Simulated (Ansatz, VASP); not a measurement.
ScSi2: VASP beside Ansatz

INCAR

```
PREC = Accurate
ENCUT = 520
EDIFF = 1E-7
ISMEAR = -1
SIGMA = 0.05
LREAL = False
LASPH = True
NELM = 60
ALGO = Normal
ISIF = 2
LWAVE = False
LCHARG = False
GGA = PS
NBANDS = 16
```

The input KPOINTS:

```
Automatic mesh
0
Gamma
  13 13 11
```

POSCAR

```
ScSi2
1.0
    3.6599987106      0.0000000000      0.0000000000
   -1.8299993553      3.1696518612      0.0000000000
    0.0000000000      0.0000000000      3.8313000000
Sc Si
1 2
Direct
    0.0000000000      0.0000000000      0.0000000000
    0.3333333333      0.6666666667      0.5000000000
    0.6666666667      0.3333333333      0.5000000000
```

Input for Ansatz:

```yaml
crystal:
  lattice:
    - [3.6599987106, 0.0, 0.0]
    - [-1.8299993553, 3.1696518612, 0.0]
    - [0.0, 0.0, 3.8313]
  atoms:
    - { symbol: Sc, position: [0.0, 0.0, 0.0] }
    - { symbol: Si, position: [0.3333333333, 0.6666666667, 0.5] }
    - { symbol: Si, position: [0.6666666667, 0.3333333333, 0.5] }
kpoints:
  mp_grid: { grid: [13, 13, 11] }
  band_path:
    path:
      - [0.0, 0.0, 0.0]
      - [0.5, 0.0, 0.0]
      - [0.3333333333, 0.3333333333, 0.0]
      - [0.0, 0.0, 0.0]
      - [0.0, 0.0, 0.5]
      - [0.5, 0.0, 0.5]
      - [0.3333333333, 0.3333333333, 0.5]
      - [0.0, 0.0, 0.5]
      - [0.5, 0.0, 0.5]
    npoints: 5
scf:
  occupations: { method: fermi_dirac, width: 0.05 }
hamiltonian:
  xc: pbesol
  pseudopotentials: { kind: all_electron, lapw: { basis_error: 0.001 } }
output:
  forces: true
  stress: true
  eigenvalues: true
```

Change from the starting cell: zz strain of -1 %.

Alike in both runs: task single point; functional PBEsol; k mesh 13 × 13 × 11; occupations fermi-dirac, width 0.05 eV; no spin polarisation.

```csv
,VASP,Ansatz
version,VASP 6.6.1,Ansatz 0.2.0
potentials or method,"VASP PAW PBE potentials, release 64 (Sc_sv, Si), cutoff 520 eV","all-electron LAPW, scalar-relativistic"
```

|  | VASP | Ansatz | Ansatz less VASP |
| --- | --- | --- | --- |
| pressure (GPa) | 23.3 | 22.8 | -0.44 |
| traceless stress, the component that is largest in VASP (GPa) | -24.24 | -24.09 | +0.146 |

VASP's potentials were made for PBE, not for PBEsol. Ansatz ran all-electron here, and VASP with PAW potentials.
